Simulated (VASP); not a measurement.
# Li4Nb4O11 (a cell with a defect) in VASP: notebook, part 3 of 3

VASP 6.6.1.

## (4) Single point, PBE (atom 18 moved 0.000 of the way to it and +0.350 Å across, host rigid)

Contents of INCAR:

```
SYSTEM = Li4Nb4O11
ALGO = Normal
EDIFF = 1E-6
ENCUT = 520
GGA = PE
ISIF = 2
ISMEAR = 0
LASPH = .True.
LCHARG = .False.
LREAL = Auto
LWAVE = .False.
NBANDS = 80
NELECT = 128.0
NELM = 100
PREC = Accurate
SIGMA = 0.05
```

Contents of KPOINTS:

```
k-points
0
Gamma
  4 4 4
  0 0 0
```

Contents of POSCAR:

```
Li4Nb4O11
1.0
    5.2231019317      0.0000000000      0.0000000000
    0.0000000000      3.0155593063     -4.5984613597
    0.0000000000      6.0311186126      4.5984613597
Li Nb O
4 4 11
Direct
    0.0000000000      0.5000000000      0.2500000000
    0.5000000000      0.0000000000      0.7500000000
    0.0000000000      0.5000000000      0.7500000000
    0.5000000000      0.0000000000      0.2500000000
    0.5000000000      0.5000000000      0.5000000000
    0.0000000000      0.0000000000      0.0000000000
    0.0000000000      0.0000000000      0.5000000000
    0.5000000000      0.5000000000      0.0000000000
    0.8803293659      0.0000000000      0.2500000000
    0.3803293659      0.5000000000      0.7500000000
    0.8098353170      0.6901646830      0.9401646830
    0.8098353170      0.3098353170      0.5598353170
    0.3098353170      0.8098353170      0.0598353170
    0.1196706341      0.0000000000      0.7500000000
    0.6196706341      0.5000000000      0.2500000000
    0.6901646830      0.8098353170      0.5598353170
    0.1901646830      0.3098353170      0.0598353170
    0.2555074975      0.6760556056      0.4401646830
    0.6901646830      0.1901646830      0.9401646830
```

Potentials or basis: VASP PAW PBE potentials, release 64 (Li_sv, Nb_sv, O).

On the command line:

```bash
cat potpaw_PBE.64/Li_sv/POTCAR potpaw_PBE.64/Nb_sv/POTCAR potpaw_PBE.64/O/POTCAR > POTCAR
mpirun -np 1 vasp_std > vasp.out
```

OUTCAR:

```text
SYSTEM = Li4Nb4O11
   EDIFF = 1E-6
   ENCUT = 520
   GGA = PE
   ISIF = 2
   ISMEAR = 0
   LASPH = .True.
   LREAL = Auto
   NELECT = 128.0
   NELM = 100
   PREC = Accurate

 ion  position               nearest neighbor table
   1  0.000  0.500  0.250-  15 1.99  17 1.99  18 2.14
   2  0.500  0.000  0.750-  14 1.99  16 1.99  19 1.99
   3  0.000  0.500  0.750-  10 1.99  11 1.99  12 1.99
   4  0.500  0.000  0.250-   9 1.99  13 1.99
   5  0.500  0.500  0.500-  18 1.68  12 2.00  16 2.00  10 2.00  15 2.00
   6  0.000  0.000  0.000-  13 2.00  19 2.00  17 2.00  11 2.00   9 2.00  14 2.00
   7  0.000  0.000  0.500-  16 2.00  12 2.00  14 2.00   9 2.00  18 2.25
   8  0.500  0.500  0.000-  11 2.00  17 2.00  13 2.00  19 2.00  10 2.00  15 2.00
   9  0.880  0.000  0.250-   4 1.99   6 2.00   7 2.00
  10  0.380  0.500  0.750-   3 1.99   5 2.00   8 2.00
  11  0.810  0.690  0.940-   3 1.99   8 2.00   6 2.00
  12  0.810  0.310  0.560-   3 1.99   5 2.00   7 2.00
  13  0.310  0.810  0.060-   4 1.99   6 2.00   8 2.00
  14  0.120  0.000  0.750-   2 1.99   6 2.00   7 2.00
  15  0.620  0.500  0.250-   1 1.99   5 2.00   8 2.00
  16  0.690  0.810  0.560-   2 1.99   7 2.00   5 2.00
  17  0.190  0.310  0.060-   1 1.99   8 2.00   6 2.00
  18  0.256  0.676  0.440-   5 1.68   1 2.14   7 2.25
  19  0.690  0.190  0.940-   2 1.99   6 2.00   8 2.00

  LATTYP: Found a simple monoclinic cell.
 ALAT       =     5.4990403532
 B/A-ratio  =     0.9498206225
 C/A-ratio  =     1.3791878824
 COS(beta)  =    -0.0709408676

  Lattice vectors:

 A1 = (   0.0000000000,   3.0155593063,  -4.5984613597)
 A2 = (  -5.2231019317,   0.0000000000,   0.0000000000)
 A3 = (   0.0000000000,   6.0311186126,   4.5984613597)

Analysis of symmetry for initial positions (statically):
=====================================================================
 Subroutine PRICEL returns:
 Original cell was already a primitive cell.

 Routine SETGRP: Setting up the symmetry group for a
 simple monoclinic supercell.

 Subroutine GETGRP returns: Found  1 space group operations
 (whereof  1 operations were pure point group operations)
 out of a pool of  4 trial point group operations.

The static configuration has the point symmetry C_1 .

Analysis of symmetry for dynamics (positions and initial velocities):
=====================================================================
 Subroutine PRICEL returns:
 Original cell was already a primitive cell.

 Routine SETGRP: Setting up the symmetry group for a
 simple monoclinic supercell.

 Subroutine GETGRP returns: Found  1 space group operations
 (whereof  1 operations were pure point group operations)
 out of a pool of  4 trial point group operations.

The dynamic configuration has the point symmetry C_1 .

 Subroutine INISYM returns: Found  1 space group operations
 (whereof  1 operations are pure point group operations),
 and found     1 'primitive' translations

----------------------------------------------------------------------------------------

                                     Primitive cell

  volume of cell :     217.2852

  direct lattice vectors                    reciprocal lattice vectors
     5.223101932  0.000000000  0.000000000     0.191457110  0.000000000  0.000000000
[... 81 lines left out ...]
  0.250000  0.250000  0.000000      2.000000
  0.250000 -0.250000  0.000000      2.000000
[... 16 lines left out ...]
  0.000000 -0.250000  0.250000      2.000000
  0.250000 -0.250000  0.250000      2.000000
 [... further k-points ...]
   k-points           NKPTS =     36   k-points in BZ     NKDIM =     36   number of bands    NBANDS=     80
   number of dos      NEDOS =    301   number of ions     NIONS =     19
   total plane-waves  NPLWV =  94080
   dimension x,y,z NGX =    40 NGY =   42 NGZ =   56
   dimension x,y,z NGXF=    80 NGYF=   84 NGZF=  112
   ions per type =               4   4  11
   NGX,Y,Z   is equivalent  to a cutoff of  12.73, 12.70, 12.28 a.u.
   NGXF,Y,Z  is equivalent  to a cutoff of  25.46, 25.39, 24.55 a.u.
 SYSTEM =  Li4Nb4O11
   PREC   = accura    normal or accurate (medium, high low for compatibility)
   ISTART =      0    job   : 0-new  1-cont  2-samecut
   ICHARG =      2    charge: 1-file 2-atom 10-const
   ISPIN  =      1    spin polarized calculation?
   LNONCOLLINEAR =      F non collinear calculations
   LSORBIT =      F    spin-orbit coupling
   LASPH  =      T    aspherical Exc in radial PAW
   ENCUT  =  520.0 eV  38.22 Ry    6.18 a.u.   9.71 10.22 14.10*2*pi/ulx,y,z
   NELM   =    100;   NELMIN=  2; NELMDL= -5     # of ELM steps
   EDIFF  = 0.1E-05   stopping-criterion for ELM
   LREAL  =      T    real-space projection
   EDIFFG = 0.1E-04   stopping-criterion for IOM
   NSW    =      0    number of steps for IOM
   IBRION =     -1    ionic relax: 0-MD 1-quasi-New 2-CG
   NFREE  =      0    steps in history (QN), initial steepest desc. (CG)
   ISIF   =      2    stress and relaxation
   ISYM   =      2    0-nonsym 1-usesym 2-fastsym
   POTIM  = 0.5000    time-step for ionic-motion
   TEBEG  =    0.0;   TEEND  =   0.0 temperature during run
   PSTRESS=    0.0 pullay stress
   NELECT =     128.0000    total number of electrons
   NUPDOWN=      -1.0000    fix difference up-down
   EMIN   =  10.00;   EMAX   =-10.00  energy-range for DOS
   EFERMI =   0.00;   METHOD = LEGACY
   ISMEAR =     0;   SIGMA  =   0.05  broadening in eV -4-tet -1-fermi 0-gaus
   EFERMI_NEDOS =   21; number of points for ismear=-14 and -15
   IALGO  =     38    algorithm
   IMIX   =      4    mixing-type and parameters
     AMIX     =   0.40;   BMIX     =  1.00
     AMIX_MAG =   1.60;   BMIX_MAG =  1.00
  volume/ion in A,a.u.               =      11.44        77.17
  Fermi-wavevector in a.u.,A,eV,Ry     =   1.372360  2.593385 25.624837  1.883372
  Thomas-Fermi vector in A             =   2.497974
   LORBIT       =      0    0 simple, 1 ext, 2 COOP (PROOUT), +10 PAW based schemes
   GGA     = PE    functional components
   LHFCALC =     F    Hartree Fock is set to
   AEXX    =    0.0000 exact exchange contribution
   IVDW    =     0    specifies the selected vdW correction
   LEPSILON=     F    determine dielectric tensor
   LRPA    =     F    only Hartree local field effects (RPA)
 non-spin polarized calculation
 Gauss-broadening in eV      SIGMA  =   0.05
  energy-cutoff  :      520.00
  volume of cell :      217.29
 maximum number of plane-waves:      5888
 NGX is ok and might be reduce to    40
   NGX = 19   NGY = 21   NGZ = 29

 number of electron     127.9999974 magnetization

 Free energy of the ion-electron system (eV)
  ---------------------------------------------------
  ext. energy  EPLUGINS =         0.00000000
  ---------------------------------------------------
  free energy    TOTEN  =      -158.10493587 eV

  energy without entropy =     -158.10493587  energy(sigma->0) =     -158.10493587

 E-fermi :   4.1553     XC(G=0): -10.2992

 val. band max:        3.9453611899   @ k =   0.2500   0.0000   0.5000
 cond. band min:       4.4126718007   @ k =   0.0000   0.0000   0.5000
 fundamental gap:      0.4673106108
 Fermi energy:         4.1552685859

 k-point     1 :       0.0000    0.0000    0.0000
  band No.  band energies     occupation
      1     -52.2244      2.00000
      2     -51.3737      2.00000
      3     -50.6503      2.00000
      4     -50.5352      2.00000
      5     -40.1623      2.00000
      6     -39.3494      2.00000
[... 1885 lines left out ...]
     75       8.4258      0.00000
     76       8.5698      0.00000

 [... further k-points ...]

 [bands above 76 left out]

------------------------ aborting loop because EDIFF is reached ----------------------------------------

  FORCE on cell =-STRESS in cart. coord.  units (eV):
  Direction    XX          YY          ZZ          XY          YZ          ZX
  --------------------------------------------------------------------------------------
  -------------------------------------------------------------------------------------
  Total      -13.3802859    -21.6402450    -18.0356508     -1.2260689     -0.8983891      5.8674313
  in kB      -98.6610663   -159.5668175   -132.9879311     -9.0405592     -6.6243743     43.2641748
  external PRESSURE =    -130.4052716 kB  Pullay stress =       0.0000000 kB

 VOLUME and BASIS-vectors are now :
 -----------------------------------------------------------------------------
  energy-cutoff  :      520.00
  volume of cell :      217.29
      direct lattice vectors                 reciprocal lattice vectors
     5.223101932  0.000000000  0.000000000     0.191457110  0.000000000  0.000000000
     0.000000000  3.015559306 -4.598461360     0.000000000  0.110537814 -0.144976029
     0.000000000  6.031118613  4.598461360     0.000000000  0.110537814  0.072488014

 POSITION                                       TOTAL-FORCE (eV/Angst)
 -----------------------------------------------------------------------------------
      0.00000      3.01556     -1.14962        -0.215036     -0.494920     -0.512149
      2.61155      4.52334      3.44885         0.229553      0.631905      0.574541
      0.00000      6.03112      1.14962        -0.067013      0.499306      0.330808
      2.61155      1.50778      1.14962         0.526242     -1.278054     -0.299290
      2.61155      4.52334      0.00000         5.842427      1.572432      1.531846
      0.00000      0.00000      0.00000        -0.211448     -0.358957     -0.156476
[... 11 lines left out ...]
      1.33454      4.69337     -1.08474        -7.216370      1.237039     -5.281868
      3.60480      6.24370      3.44885         0.240114      0.018964      0.140615
 -----------------------------------------------------------------------------------
    total drift:                               -0.001096      0.001424     -0.005525

  FREE ENERGIE OF THE ION-ELECTRON SYSTEM (eV)
  ---------------------------------------------------
  free  energy   TOTEN  =      -158.1049358698 eV

  energy  without entropy=     -158.1049358698  energy(sigma->0) =     -158.10493587
```

Run time: 8 min. Hardware: 1 thread of Intel Xeon 6975P-C (Granite Rapids), shared host; peak memory 0.53 GiB.

Results:

```yaml
Free_energy: -158.1049 eV
Largest_force: 9.028 eV/Å
```

Forces on the atoms (eV/Å):
```
Li  -0.215 -0.495 -0.512
Li   0.230  0.632  0.575
Li  -0.067  0.499  0.331
Li   0.526 -1.278 -0.299
Nb   5.842  1.572  1.532
Nb  -0.211 -0.359 -0.156
Nb  -5.084  0.816  2.157
Nb   0.336 -0.058 -0.053
O    1.077  1.939  1.463
O   -0.072 -1.683 -0.391
O   -0.030  0.190 -0.190
O    2.442 -1.735  1.479
O   -0.119  0.256  0.019
O    0.289 -2.258 -1.797
O    0.052  0.364  1.513
O    2.001  0.177 -0.931
O   -0.021  0.164  0.402
O   -7.216  1.237 -5.282
O    0.240  0.019  0.141
```

Caveat: the cell carries a net charge on a neutralising background, which shifts energy and pressure; the cell differs from its parent crystal (atom 18 moved 0.000 of the way to it and +0.350 Å across, host rigid); the cell is charged against a uniform background, so pressure and absolute levels hang on convention; the cutoff is under 1.25 times the usual one of these potentials, so pressure, stress and relaxed cells hold a basis-set (Pulay) error.

## (5) Single point, PBE (atom 18 moved 1.125 of the way to it and -0.175 Å across, host rigid)

Contents of INCAR:

```
PREC     = Accurate       # precision mode
ENCUT    = 520            # plane-wave cutoff, eV
EDIFF    = 1E-6           # SCF threshold, eV
ISMEAR   = 0              # smearing method
SIGMA    = 0.05           # smearing width, eV
LREAL    = Auto         
LASPH    = T              # aspherical terms in the spheres
NELM     = 80             # most SCF steps
ALGO     = Normal         # electronic algorithm
ISIF     = 2              # what is computed and relaxed
LWAVE    = F              # write WAVECAR
LCHARG   = T              # write CHGCAR
GGA      = PE             # functional
LELF     = T              # ELF
LVHAR    = T            
NBANDS   = 80             # bands
NELECT   = 128.0
```

Contents of KPOINTS:

```
Automatic mesh
0
Gamma
  4 4 4
```

POSCAR: that of step 4 with these lines changed.

```diff
@@ -25,3 +25,3 @@
     0.1901646830      0.3098353170      0.0598353170
-    0.2555074975      0.6760556056      0.4401646830
+    0.2921227390      1.2597192216      0.4401646830
     0.6901646830      0.1901646830      0.9401646830
```

On the command line:

```bash
cat potpaw_PBE.64/Li_sv/POTCAR potpaw_PBE.64/Nb_sv/POTCAR potpaw_PBE.64/O/POTCAR > POTCAR
mpirun -np 1 vasp_std > vasp.out
```

Run time: 9.9 min. Hardware: 1 thread of Intel Xeon 6975P-C (Granite Rapids), shared host; peak memory 0.52 GiB.

Results (log left out):

```
Free energy   : -158.7147 eV
Largest force : 5.597 eV/Å
```

Forces on the atoms (eV/Å):
```
Li  -0.384 -1.172 -0.162
Li   0.207  0.582  0.360
Li  -0.098  0.561  0.568
Li   0.287 -0.434 -0.700
Nb   5.295  1.477  1.053
Nb  -0.323 -0.073 -0.160
Nb  -3.984  3.174 -2.214
Nb   0.164 -0.357 -0.017
O    0.943  1.577  1.981
O   -0.120 -0.936 -1.317
O    0.103  0.217 -0.205
O    0.178 -0.865  0.529
O   -0.160  0.413  0.230
O    0.235 -2.689 -1.406
O   -0.354  1.413  0.367
O    1.346  0.416 -1.795
O   -0.072 -0.028  0.195
O   -3.512 -3.323  2.653
O    0.249  0.046  0.042
```

Levels at points of the mesh, in eV from the Fermi level:
```tsv
k point	band 61	band 62	band 63	band 64	band 65	band 66	band 67	band 68
(0.00, 0.00, 0.00)	-0.88	-0.45	-0.39	-0.31	0.40	1.08	1.54	1.70
(0.50, 0.00, 0.00)	-1.01	-0.71	-0.40	-0.31	0.79	1.52	1.89	2.24
(0.00, 0.50, 0.00)	-1.06	-0.76	-0.42	-0.37	1.18	1.33	1.69	2.30
(0.50, 0.50, 0.00)	-1.01	-0.91	-0.82	-0.81	0.80	1.06	1.53	1.62
(0.00, 0.00, 0.50)	-0.92	-0.43	-0.35	-0.26	0.33	1.09	2.07	2.28
(0.50, 0.00, 0.50)	-0.80	-0.60	-0.39	-0.30	0.70	1.82	1.99	2.49
(0.00, 0.50, 0.50)	-0.84	-0.63	-0.41	-0.37	1.01	1.43	2.03	2.53
(0.50, 0.50, 0.50)	-0.98	-0.95	-0.91	-0.77	0.79	1.04	2.12	2.20
```

Caveat: the cell carries a net charge on a neutralising background, which shifts energy and pressure; the cell differs from its parent crystal (atom 18 moved 1.125 of the way to it and -0.175 Å across, host rigid); the cell is charged against a uniform background, so pressure and absolute levels hang on convention; the cutoff is under 1.25 times the usual one of these potentials, so pressure, stress and relaxed cells hold a basis-set (Pulay) error.

## (6) Single point, PBE (atom 18 moved 0.500 of the way to it and +0.350 Å across, host rigid)

Contents of INCAR:

```
PREC = Accurate
ENCUT = 520
EDIFF = 1E-7
ISMEAR = 0
SIGMA = 0.05
LREAL = Auto
LASPH = True
NELM = 80
ALGO = Normal
ISIF = 2
LWAVE = False
LCHARG = False
GGA = PE
NBANDS = 80
NELECT = 128.0
```

Contents of KPOINTS:

```
regular mesh
0
Gamma
  4 4 4
```

POSCAR: that of step 5 with these lines changed.

```diff
@@ -25,3 +25,3 @@
     0.1901646830      0.3098353170      0.0598353170
-    0.2921227390      1.2597192216      0.4401646830
+    0.3153428146      0.9260556056      0.4401646830
     0.6901646830      0.1901646830      0.9401646830
```

Potentials or basis: VASP PAW PBE potentials, release 64 (Li_sv, Nb_sv, O).

On the command line:

```bash
cat potpaw_PBE.64/Li_sv/POTCAR potpaw_PBE.64/Nb_sv/POTCAR potpaw_PBE.64/O/POTCAR > POTCAR
mpirun -np 1 vasp_std > vasp.out
```

Wall time 8.3 min (1 thread of Intel Xeon 6975P-C (Granite Rapids), shared host); peak memory 0.52 GiB.

The run converged. Its results:

- Free energy: -157.9324 eV
- Largest force: 6.682 eV/Å

Forces in eV/Å, atoms in the order of the input:
```
Li  -0.583 -1.079 -0.730
Li  -0.089  0.376  0.378
Li  -0.307  0.729  0.528
Li   0.506 -1.129 -0.545
Nb   5.758  3.075 -1.425
Nb  -0.084 -0.515 -0.068
Nb  -4.099  1.360  0.464
Nb   0.332  0.013 -0.200
O    0.162  1.118  0.891
O   -0.386 -3.023 -1.900
O   -0.324 -0.008  0.186
O   -1.140  0.215 -1.744
O    0.055 -0.298  0.332
O   -0.424 -0.491 -0.471
O   -1.161  1.934  2.066
O    0.558 -1.764  2.420
O    0.154  0.561  0.101
O    1.255 -1.363  0.067
O   -0.183  0.288 -0.349
```

Levels at points of the mesh, in eV from the Fermi level:
```
           k point  band 61  band 62  band 63  band 64  band 65  band 66  band 67  band 68
(0.00, 0.00, 0.00)    -0.83    -0.45    -0.40    -0.34     0.74     1.24     1.38     1.59
(0.50, 0.00, 0.00)    -0.95    -0.83    -0.42    -0.32     0.29     1.40     1.61     1.95
(0.00, 0.50, 0.00)    -1.02    -0.82    -0.43    -0.38     0.84     1.43     1.72     2.30
(0.50, 0.50, 0.00)    -0.96    -0.92    -0.84    -0.80     0.40     1.35     1.40     1.64
(0.00, 0.00, 0.50)    -0.83    -0.44    -0.38    -0.27     0.69     1.24     1.83     2.09
(0.50, 0.00, 0.50)    -0.73    -0.56    -0.41    -0.32     0.26     1.68     1.87     2.05
(0.00, 0.50, 0.50)    -0.78    -0.60    -0.42    -0.38     0.88     1.80     1.80     2.30
(0.50, 0.50, 0.50)    -0.98    -0.93    -0.84    -0.72     0.35     1.50     1.85     2.06
```

Caveat: the cell carries a net charge on a neutralising background, which shifts energy and pressure; the cell differs from its parent crystal (atom 18 moved 0.500 of the way to it and +0.350 Å across, host rigid); the cell is charged against a uniform background, so pressure and absolute levels hang on convention; the cutoff is under 1.25 times the usual one of these potentials, so pressure, stress and relaxed cells hold a basis-set (Pulay) error.
